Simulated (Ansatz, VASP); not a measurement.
# Si2Ni: VASP beside Ansatz

Contents of INCAR:

```
ALGO     = Normal         # electronic algorithm
EDIFF    = 1E-7           # SCF threshold, eV
EDIFFG   = -0.005         # ionic threshold
ENCUT    = 600            # plane-wave cutoff, eV
GGA      = PE             # functional
IBRION   = 2              # ionic algorithm
ISIF     = 3              # what is computed and relaxed
ISMEAR   = 0              # smearing method
IVDW     = 12             # dispersion correction
LASPH    = True           # aspherical terms in the spheres
LCHARG   = False          # write CHGCAR
LREAL    = False          # projectors in reciprocal space
LWAVE    = False          # write WAVECAR
NELM     = 80             # most SCF steps
NSW      = 70             # ionic steps
PREC     = Accurate       # precision mode
SIGMA    = 0.1            # smearing width, eV
```

Contents of KPOINTS:

```
k-points
0
Gamma
  14 14 14
```

The input POSCAR:

```
Si2Ni
1.0
    0.0000000000      2.7234320738      2.7234320738
    2.7234320738      0.0000000000      2.7234320738
    2.7234320738      2.7234320738      0.0000000000
Si Ni
2 1
Direct
    0.2500000000      0.2500000000      0.2500000000
    0.7500000000      0.7500000000      0.7500000000
    0.0000000000      0.0000000000      0.0000000000
```

Input for Ansatz:

```yaml
crystal:
  lattice:
    - [0.0, 2.7234320738, 2.7234320738]
    - [2.7234320738, 0.0, 2.7234320738]
    - [2.7234320738, 2.7234320738, 0.0]
  atoms:
    - { symbol: Si, position: [0.25, 0.25, 0.25] }
    - { symbol: Si, position: [0.75, 0.75, 0.75] }
    - { symbol: Ni, position: [0.0, 0.0, 0.0] }
basis:
  ecutwfc: 420
kpoints:
  mp_grid: { grid: [14, 14, 14] }
hamiltonian:
  xc: pbe
  dispersion: d3bj
scf:
  occupations: { method: gaussian, width: 0.1 }
output:
  forces: true
  stress: true
  eigenvalues: true
relax:
  adjacent_minimum: "off"
  f_tol: 0.005
  max_steps: 50
  cell: { stress_tol: 0.05 }
```

Alike in both runs: task relaxation of cell and atoms; functional PBE; dispersion D3(BJ); k mesh 14 × 14 × 14; occupations gaussian, width 0.1 eV; no spin polarisation.

|  | VASP | Ansatz |
| --- | --- | --- |
| version | VASP 6.6.1 | Ansatz 0.2.0 |
| potentials or method | VASP PAW PBE potentials, release 64 (Si, Ni), cutoff 600 eV | scalar-relativistic, plane waves, PAW |
| valence electrons in the cell | 18 | 26 |

Ansatz gave:

| Property | Result |
| --- | --- |
| gap on the k mesh at the Fermi level, each at its own relaxed structure (eV) | none |
| relaxed volume (Å³/atom) | 12.99 |
| relaxed length of the cell vector where the two differ most in proportion (Å) | 3.805 |

Question: Which values does VASP return?

Answer: gap on the k mesh at the Fermi level, each at its own relaxed structure (eV): none; relaxed volume (Å³/atom): 12.98; relaxed length of the cell vector where the two differ most in proportion (Å): 3.805.

A gap of «none» marks a metal or a gap that the smearing closes. VASP's potentials hold 18 valence electrons a cell and Ansatz's 26, so a difference there can come from the potentials and not from the codes.
